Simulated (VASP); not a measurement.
# KH5 (P3m1) in VASP: further runs

Runs on KH5. Level: PBE. Tasks: single point.

Program: VASP 6.6.1. These are calculated values, not measurements. Logs are shortened: lines on timing, memory, paths and dates and some standing lists are left out, and cuts for length are marked.

## Step 1: The cell of the first run

It takes space group P3m1 (No. 156, trigonal). Conventional cell: a = 3.633 Å, b = 3.633 Å, c = 6.022 Å, α = 90.00°, β = 90.00°, γ = 120.00°. Within 2.5 Å of K (site symmetry 3m) lie 7 H at 1.90 to 2.17 Å. Within 2.5 Å of H (site symmetry 3m) lie 1 K at 1.90 Å. H (site symmetry m) has 3 H at 1.42 Å within 1.9 Å. H (site symmetry 3m) has 3 H at 1.42 Å within 1.9 Å.

The cell was built from a structure type or drawn by symmetry, and may not be a known phase.

## Step 2: Single point, PBE

File INCAR:

```
ALGO = Normal
EDIFF = 1E-6
ENCUT = 520
GGA = PE
ISIF = 2
ISMEAR = 0
LASPH = True
LCHARG = True
LELF = True
LREAL = False
LVHAR = True
LWAVE = False
NBANDS = 16
NELM = 80
PREC = Accurate
SIGMA = 0.1
```

File KPOINTS:

```
k-points
0
Gamma
  6 6 4
```

File POSCAR:

```
KH5
1.0
    3.6331256000      0.0000000000      0.0000000000
   -1.8165628000      3.1463790600      0.0000000000
    0.0000000000      0.0000000000      6.0218562700
K H
1 5
Direct
    0.3333333300      0.6666666700      0.9906545000
    0.3333333300      0.6666666700      0.3057328000
    0.1304549900      0.8695450100      0.7047595500
    0.1304549900      0.2609099800      0.7047595500
    0.7390900200      0.8695450100      0.7047595500
    0.0000000000      0.0000000000      0.8978434700
```

Potentials or basis: VASP PAW PBE potentials, release 64 (K_sv, H).

Launch:

```
cat potpaw_PBE.64/K_sv/POTCAR potpaw_PBE.64/H/POTCAR > POTCAR
mpirun -np 1 vasp_std > vasp.out
```

OUTCAR:

```text
EDIFF = 1E-6
   ENCUT = 520
   GGA = PE
   ISIF = 2
   ISMEAR = 0
   LASPH = True
   LREAL = False
   NELM = 80
   PREC = Accurate

 ion  position               nearest neighbor table
   1  0.333  0.667  0.991-   2 1.90   3 2.14   4 2.14   5 2.14   6 2.17   6 2.17   6 2.17
   2  0.333  0.667  0.306-   1 1.90
   3  0.130  0.870  0.705-   1 2.14
   4  0.130  0.261  0.705-   1 2.14
   5  0.739  0.870  0.705-   1 2.14
   6  0.000  0.000  0.898-   1 2.17   1 2.17   1 2.17

  LATTYP: Found a hexagonal cell.
 ALAT       =     3.6331256000
 C/A-ratio  =     1.6574863996

  Lattice vectors:

 A1 = (   3.6331256000,   0.0000000000,   0.0000000000)
 A2 = (  -1.8165628000,   3.1463790600,   0.0000000000)
 A3 = (   0.0000000000,   0.0000000000,   6.0218562700)

Analysis of symmetry for initial positions (statically):
=====================================================================
 Subroutine PRICEL returns:
 Original cell was already a primitive cell.

 Routine SETGRP: Setting up the symmetry group for a
 hexagonal supercell.

 Subroutine GETGRP returns: Found  6 space group operations
 (whereof  6 operations were pure point group operations)
 out of a pool of 24 trial point group operations.

The static configuration has the point symmetry C_3v.

Analysis of symmetry for dynamics (positions and initial velocities):
=====================================================================
 Subroutine PRICEL returns:
 Original cell was already a primitive cell.

 Routine SETGRP: Setting up the symmetry group for a
 hexagonal supercell.

 Subroutine GETGRP returns: Found  6 space group operations
 (whereof  6 operations were pure point group operations)
 out of a pool of 24 trial point group operations.

The dynamic configuration has the point symmetry C_3v.

 Subroutine INISYM returns: Found  6 space group operations
 (whereof  6 operations are pure point group operations),
 and found     1 'primitive' translations

----------------------------------------------------------------------------------------

                                     Primitive cell

  volume of cell :      68.8370

  direct lattice vectors                    reciprocal lattice vectors
     3.633125600  0.000000000  0.000000000     0.275245095  0.158912830  0.000000000
    -1.816562800  3.146379060  0.000000000     0.000000000  0.317825660  0.000000000
     0.000000000  0.000000000  6.021856270     0.000000000  0.000000000  0.166061752

  length of vectors
     3.633125600  3.633125596  6.021856270     0.317825659  0.317825660  0.166061752

  position of ions in fractional coordinates (direct lattice)
     0.333333330  0.666666670  0.990654500
     0.333333330  0.666666670  0.305732800
     0.130454990  0.869545010  0.704759550
     0.130454990  0.260909980  0.704759550
     0.739090020  0.869545010  0.704759550
     0.000000000  0.000000000  0.897843470

  ion indices of the primitive-cell ions
   primitive index   ion index
                 1           1
                 2           2
                 3           3
                 4           4
                 5           5
                 6           6

----------------------------------------------------------------------------------------

 KPOINTS: k-points

Automatic generation of k-mesh.
 Grid dimensions read from file:
 generate k-points for:    6    6    4

 Generating k-lattice:

  Cartesian coordinates                     Fractional coordinates (reciprocal lattice)
     0.045874182  0.026485472  0.000000000     0.166666667  0.000000000  0.000000000
     0.000000000  0.052970943  0.000000000     0.000000000  0.166666667  0.000000000
     0.000000000  0.000000000  0.041515438     0.000000000  0.000000000  0.250000000

  Length of vectors
     0.052970943  0.052970943  0.041515438

  Shift w.r.t. Gamma in fractional coordinates (k-lattice)
     0.000000000  0.000000000  0.000000000

 Subroutine IBZKPT returns following result:
 ===========================================

 Found     24 irreducible k-points:

 Following reciprocal coordinates:
            Coordinates               Weight
  0.000000  0.000000  0.000000      1.000000
  0.166667  0.000000  0.000000      6.000000
  0.333333  0.000000  0.000000      6.000000
  0.500000  0.000000  0.000000      3.000000
  0.166667  0.166667  0.000000      6.000000
  0.333333  0.166667  0.000000     12.000000
[... 16 lines left out ...]
  0.333333  0.166667  0.500000     12.000000
  0.333333  0.333333  0.500000      2.000000
   k-points           NKPTS =     24   k-points in BZ     NKDIM =     24   number of bands    NBANDS=     16
   number of dos      NEDOS =    301   number of ions     NIONS =      6
   total plane-waves  NPLWV =  37632
   dimension x,y,z NGX =    28 NGY =   28 NGZ =   48
   dimension x,y,z NGXF=    56 NGYF=   56 NGZF=   96
   ions per type =               1   5
   NGX,Y,Z   is equivalent  to a cutoff of  12.81, 12.81, 13.25 a.u.
   NGXF,Y,Z  is equivalent  to a cutoff of  25.62, 25.62, 26.50 a.u.
 SYSTEM =  unknown system
   PREC   = accura    normal or accurate (medium, high low for compatibility)
   ISTART =      0    job   : 0-new  1-cont  2-samecut
   ICHARG =      2    charge: 1-file 2-atom 10-const
   ISPIN  =      1    spin polarized calculation?
   LNONCOLLINEAR =      F non collinear calculations
   LSORBIT =      F    spin-orbit coupling
   LASPH  =      T    aspherical Exc in radial PAW
   ENCUT  =  520.0 eV  38.22 Ry    6.18 a.u.   6.76  6.76 11.20*2*pi/ulx,y,z
   NELM   =     80;   NELMIN=  2; NELMDL= -5     # of ELM steps
   EDIFF  = 0.1E-05   stopping-criterion for ELM
   LREAL  =      F    real-space projection
   EDIFFG = 0.1E-04   stopping-criterion for IOM
   NSW    =      0    number of steps for IOM
   IBRION =     -1    ionic relax: 0-MD 1-quasi-New 2-CG
   NFREE  =      0    steps in history (QN), initial steepest desc. (CG)
   ISIF   =      2    stress and relaxation
   ISYM   =      2    0-nonsym 1-usesym 2-fastsym
   POTIM  = 0.5000    time-step for ionic-motion
   TEBEG  =    0.0;   TEEND  =   0.0 temperature during run
   PSTRESS=    0.0 pullay stress
   NELECT =      14.0000    total number of electrons
   NUPDOWN=      -1.0000    fix difference up-down
   EMIN   =  10.00;   EMAX   =-10.00  energy-range for DOS
   EFERMI =   0.00;   METHOD = LEGACY
   ISMEAR =     0;   SIGMA  =   0.10  broadening in eV -4-tet -1-fermi 0-gaus
   EFERMI_NEDOS =   21; number of points for ismear=-14 and -15
   IALGO  =     38    algorithm
   IMIX   =      4    mixing-type and parameters
     AMIX     =   0.40;   BMIX     =  1.00
     AMIX_MAG =   1.60;   BMIX_MAG =  1.00
  volume/ion in A,a.u.               =      11.47        77.42
  Fermi-wavevector in a.u.,A,eV,Ry     =   0.962743  1.819320 12.610879  0.926873
  Thomas-Fermi vector in A             =   2.092228
   LORBIT       =      0    0 simple, 1 ext, 2 COOP (PROOUT), +10 PAW based schemes
   GGA     = PE    functional components
   LHFCALC =     F    Hartree Fock is set to
   AEXX    =    0.0000 exact exchange contribution
   IVDW    =     0    specifies the selected vdW correction
   LEPSILON=     F    determine dielectric tensor
   LRPA    =     F    only Hartree local field effects (RPA)
 non-spin polarized calculation
 Gauss-broadening in eV      SIGMA  =   0.10
  energy-cutoff  :      520.00
  volume of cell :       68.84
 maximum number of plane-waves:      1870
 NGX is ok and might be reduce to    28
   NGX = 13   NGY = 13   NGZ = 23

 number of electron      13.9999999 magnetization

 Free energy of the ion-electron system (eV)
  ---------------------------------------------------
  ext. energy  EPLUGINS =         0.00000000
  ---------------------------------------------------
  free energy    TOTEN  =        -8.62859717 eV

  energy without entropy =       -8.61162684  energy(sigma->0) =       -8.62011201

 E-fermi :  -1.0752     XC(G=0):  -7.4205

 val. band max:       -1.0883925367   @ k =   0.5000   0.0000   0.5000
 cond. band min:      -1.0323123958   @ k =   0.3333   0.1667   0.2500
 fundamental gap:      0.0560801410
 Fermi energy:        -1.0751612931

 k-point     1 :       0.0000    0.0000    0.0000
  band No.  band energies     occupation
      1     -30.9826      2.00000
      2     -15.0486      2.00000
      3     -14.2996      2.00000
      4     -14.2996      2.00000
      5     -10.0079      2.00000
      6      -2.9782      2.00000
[... 8 lines left out ...]
     15       8.3822      0.00000
     16       8.5752      0.00000

 k-point     2 :       0.1667    0.0000    0.0000
  band No.  band energies     occupation
      1     -30.9605      2.00000
      2     -15.0044      2.00000
      3     -14.5217      2.00000
      4     -14.3377      2.00000
      5      -9.7702      2.00000
      6      -2.9006      2.00000
[... 8 lines left out ...]
     15       8.3360      0.00000
     16      10.1783      0.00000

 k-point     3 :       0.3333    0.0000    0.0000
  band No.  band energies     occupation
      1     -30.9159      2.00000
      2     -15.0664      2.00000
      3     -14.7585      2.00000
      4     -14.4125      2.00000
      5      -9.2982      2.00000
      6      -3.1264      2.00000
[... 8 lines left out ...]
     15       8.4212      0.00000
     16       9.8421      0.00000

 k-point     4 :       0.5000    0.0000    0.0000
  band No.  band energies     occupation
      1     -30.8934      2.00000
      2     -15.2188      2.00000
      3     -14.7341      2.00000
      4     -14.4492      2.00000
      5      -9.0491      2.00000
      6      -3.4252      2.00000
[... 8 lines left out ...]
     15       9.0503      0.00000
     16       9.7892      0.00000
[... 324 lines left out ...]
 k-point    22 :       0.1667    0.1667    0.5000
  band No.  band energies     occupation
      1     -30.9271      2.00000
      2     -15.0029      2.00000
      3     -14.7291      2.00000
      4     -14.4362      2.00000
      5      -9.3708      2.00000
      6      -2.5656      2.00000
[... 8 lines left out ...]
     15       8.5150      0.00000
     16       9.7916      0.00000

 k-point    23 :       0.3333    0.1667    0.5000
  band No.  band energies     occupation
      1     -30.8934      2.00000
      2     -15.1302      2.00000
      3     -14.7397      2.00000
      4     -14.5600      2.00000
      5      -9.0325      2.00000
      6      -2.6344      2.00000
[... 8 lines left out ...]
     15       9.1036      0.00000
     16       9.4565      0.00000

 k-point    24 :       0.3333    0.3333    0.5000
  band No.  band energies     occupation
      1     -30.8821      2.00000
      2     -15.0778      2.00000
      3     -14.7366      2.00000
      4     -14.7148      2.00000
      5      -8.9023      2.00000
      6      -2.5270      2.00000
[... 8 lines left out ...]
     15       7.9946      0.00000
     16      10.7000      0.00000

------------------------ aborting loop because EDIFF is reached ----------------------------------------

  FORCE on cell =-STRESS in cart. coord.  units (eV):
  Direction    XX          YY          ZZ          XY          YZ          ZX
  --------------------------------------------------------------------------------------
  -------------------------------------------------------------------------------------
  Total        0.4709549      0.4709549      8.6516386      0.0000000      0.0000000      0.0000000
  in kB       10.9614506     10.9614506    201.3664496      0.0000000      0.0000000      0.0000000
  external PRESSURE =      74.4297836 kB  Pullay stress =       0.0000000 kB

 VOLUME and BASIS-vectors are now :
 -----------------------------------------------------------------------------
  energy-cutoff  :      520.00
  volume of cell :       68.84
      direct lattice vectors                 reciprocal lattice vectors
     3.633125600  0.000000000  0.000000000     0.275245095  0.158912830  0.000000000
    -1.816562800  3.146379060  0.000000000     0.000000000  0.317825660  0.000000000
     0.000000000  0.000000000  6.021856270     0.000000000  0.000000000  0.166061752

 POSITION                                       TOTAL-FORCE (eV/Angst)
 -----------------------------------------------------------------------------------
     -0.00000      2.09759      5.96558        -0.000000      0.000000      1.348138
     -0.00000      2.09759      1.84108        -0.000000      0.000000      1.871553
     -1.10562      2.73592      4.24396        -0.091680      0.052932     -1.336848
     -0.00000      0.82092      4.24396         0.000000     -0.105863     -1.336848
      1.10562      2.73592      4.24396         0.091680      0.052932     -1.336848
      0.00000      0.00000      5.40668        -0.000000      0.000000      0.790854
 -----------------------------------------------------------------------------------
    total drift:                                0.000014     -0.000008     -0.000131

  FREE ENERGIE OF THE ION-ELECTRON SYSTEM (eV)
  ---------------------------------------------------
  free  energy   TOTEN  =        -8.6285971739 eV

  energy  without entropy=       -8.6116268424  energy(sigma->0) =       -8.62011201
```

It took 16 s on 1 thread of AMD EPYC 9R45 (Zen 5), shared host; peak memory 0.16 GiB.

Results:

| Property | Result |
| --- | --- |
| Free energy | -8.6286 eV |
| Pressure | 7.4 GPa |
| Largest force | 1.872 eV/Å |
| Band gap on the k mesh | zero (bands 7 and 8 overlap by 0.24 eV) |

Forces on the atoms (eV/Å):
```
K    0.000  0.000  1.348
H    0.000  0.000  1.872
H   -0.092  0.053 -1.337
H    0.000 -0.106 -1.337
H    0.092  0.053 -1.337
H    0.000  0.000  0.791
```

Levels at points of the mesh, in eV from the Fermi level:
| k point | band 3 | band 4 | band 5 | band 6 | band 7 | band 8 | band 9 | band 10 | band 11 | band 12 |
| --- | --- | --- | --- | --- | --- | --- | --- | --- | --- | --- |
| (0.00, 0.00, 0.00) | -13.22 | -13.22 | -8.93 | -1.90 | -1.02 | 1.89 | 1.89 | 5.88 | 6.68 | 6.68 |
| (0.50, 0.00, 0.00) | -13.66 | -13.37 | -7.97 | -2.35 | -0.13 | 0.46 | 1.25 | 4.21 | 4.82 | 8.20 |
| (0.00, 0.00, 0.50) | -13.22 | -13.22 | -8.84 | -2.32 | -0.69 | 1.88 | 1.88 | 5.50 | 6.65 | 6.65 |
| (0.50, 0.00, 0.50) | -13.67 | -13.37 | -7.97 | -1.79 | -0.61 | -0.01 | 1.22 | 4.38 | 5.36 | 7.99 |

Caveat: the cell stands under pressure; forces of over 1 eV/Å act on the atoms, so gaps and moduli don't describe the material at rest.

## Step 3: Single point, PBE

This run uses another cell than the first one, of 13.29 Å³/atom.

File INCAR:

```
SYSTEM = KH5
PREC = Accurate ; ENCUT = 520
EDIFF = 1E-6 ; ISMEAR = 0
SIGMA = 0.1 ; LREAL = .False.
LASPH = .True. ; NELM = 80
ALGO = Normal ; ISIF = 2
LWAVE = .False. ; LCHARG = .False.
GGA = PE ; NBANDS = 16
```

File KPOINTS:

```
regular mesh
0
Gamma
  6 6 4
  0 0 0
```

File POSCAR:

```
KH5
1.0
    3.7964191553      0.0000000000      0.0000000000
   -1.8982095777      3.2877954319      0.0000000000
    0.0000000000      0.0000000000      6.3867679719
K H
1 5
Direct
    0.3333333333      0.6666666667      1.0912043222
    0.3333333333      0.6666666667      0.5471977160
    0.0865509830      0.9134490170      0.5753789419
    0.0865509830      0.1731019661      0.5753789419
    0.8268980339      0.9134490170      0.5753789419
    0.0000000000      0.0000000000      0.9439705561
```

Potentials or basis: VASP PAW PBE potentials, release 64 (K_sv, H).

Launch:

```
cat potpaw_PBE.64/K_sv/POTCAR potpaw_PBE.64/H/POTCAR > POTCAR
mpirun -np 1 vasp_std > vasp.out
```

Wall time 15 s (1 thread of AMD EPYC 9R45 (Zen 5), shared host); peak memory 0.16 GiB.

It converged, with:

| Quantity | Value |
| --- | --- |
| Free energy | -14.7925 eV |
| Pressure | -0.1 GPa |
| Largest force | 0.040 eV/Å |
| Band gap on the k mesh | 1.04 eV (least direct gap 1.08 eV) |

Forces in eV/Å, atoms in the order of the input:
```
K    0.000  0.000 -0.011
H    0.000  0.000 -0.003
H   -0.035  0.020  0.004
H    0.000 -0.040  0.004
H    0.035  0.020  0.004
H    0.000  0.000  0.003
```

Levels at points of the mesh, in eV from the valence-band top:
| k point | band 5 | band 6 | band 7 | band 8 | band 9 | band 10 |
| --- | --- | --- | --- | --- | --- | --- |
| (0.00, 0.00, 0.00) | -11.34 | -1.33 | -0.35 | 2.54 | 3.80 | 3.80 |
| (0.50, 0.00, 0.00) | -10.68 | -3.33 | -0.14 | 2.89 | 3.76 | 4.10 |
| (0.00, 0.00, 0.50) | -11.30 | -1.56 | -0.34 | 3.80 | 3.80 | 3.93 |
| (0.50, 0.00, 0.50) | -10.68 | -3.26 | -0.21 | 2.85 | 3.69 | 4.20 |
